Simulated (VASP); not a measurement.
Here is a VASP 6.6.1 calculation.

File INCAR:

```
SYSTEM = AlPt
ALGO = Fast
EDIFF = 1E-6
ENCUT = 520
GGA = PS
ISIF = 2
ISMEAR = 0
LASPH = .TRUE.
LCHARG = .FALSE.
LREAL = .FALSE.
LWAVE = .FALSE.
NBANDS = 36
NELM = 100
PREC = Accurate
SIGMA = 0.1
```

KPOINTS

```
k-points
0
G
  8 8 8
  0 0 0
```

The input POSCAR:

```
AlPt
1.0
    4.8685044081      0.0000000000      0.0000000000
    0.0000000000      4.8685044081      0.0000000000
    0.0000000000      0.0000000000      4.8685044081
Al Pt
4 4
Direct
    0.8441717374      0.8441717374      0.8441717374
    0.6558282626      0.1558282626      0.3441717374
    0.3441717374      0.6558282626      0.1558282626
    0.1558282626      0.3441717374      0.6558282626
    0.1539828110      0.1539828110      0.1539828110
    0.3460171890      0.8460171890      0.6539828110
    0.6539828110      0.3460171890      0.8460171890
    0.8460171890      0.6539828110      0.3460171890
```

Potentials or basis: VASP PAW PBE potentials, release 64 (Al, Pt).

The run is started by

```bash
$ cat potpaw_PBE.64/Al/POTCAR potpaw_PBE.64/Pt/POTCAR > POTCAR
$ mpirun -np 1 vasp_std > vasp.out
```

Problem. Estimate the pressure.

Solution. -0.1 GPa.

Problem. Estimate the band gap on the k mesh.

Solution. Zero (band 26 reaches 10.83 eV, above the bottom of band 27 at 9.68 eV).

Problem. Estimate the largest force.

Solution. 0.007 eV/Å.

Forces in eV/Å, atoms in the order of the input:
```
Al   0.000  0.000  0.000
Al   0.000  0.000  0.000
Al   0.000  0.000  0.000
Al   0.000  0.000  0.000
Pt   0.004  0.004  0.004
Pt  -0.004 -0.004  0.004
Pt   0.004 -0.004 -0.004
Pt  -0.004  0.004 -0.004
```

Caveat: the PAW data sets were made with another functional, which shifts forces and pressure a little; spin-orbit coupling is left out, which moves the levels of the heavy elements.
